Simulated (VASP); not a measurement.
Input of a VASP 6.6.1 run:

The input INCAR:

```
PREC = Accurate ; ENCUT = 600
EDIFF = 1E-6 ; ISMEAR = -1
SIGMA = 0.08 ; LREAL = False
LASPH = True ; NELM = 80
ALGO = Normal ; ISIF = 3
LWAVE = False ; LCHARG = False
GGA = PE ; IBRION = 2
NSW = 32 ; EDIFFG = -0.005
PSTRESS = 190.0
```

The input KPOINTS:

```
Automatic mesh
0
Gamma
  16 16 15
```

Contents of POSCAR:

```
Ga
1.0
    2.6501030665      0.0000000000      0.0000000000
   -1.3250515332      2.2950565782      0.0000000000
    0.0000000000      0.0000000000      2.5515812199
Ga
1
Direct
    0.0000000000      0.0000000000      0.0000000000
```

Potentials or basis: VASP PAW PBE potentials, release 64 (Ga_d).

The run is started by

```sh
$ cat potpaw_PBE.64/Ga_d/POTCAR > POTCAR
$ mpirun -np 1 vasp_std > vasp.out
```

Question: What does it give for the band gap on the k mesh?

Answer: Zero (an odd number of electrons rules out a gap without spin polarisation).

Question: Predict the relaxed volume.

Answer: 15.54 Å³/atom.

Final structure:
```xyz
1
Lattice="2.6513 0.0000 0.0000 -1.3257 2.2961 0.0000 0.0000 0.0000 2.5530" Properties=species:S:1:pos:R:3 pbc="T T T"
Ga   -1.3257    2.2961    0.0000
```

Caveat: the cell is relaxed towards a set pressure, so the run minimises the enthalpy, not the energy.
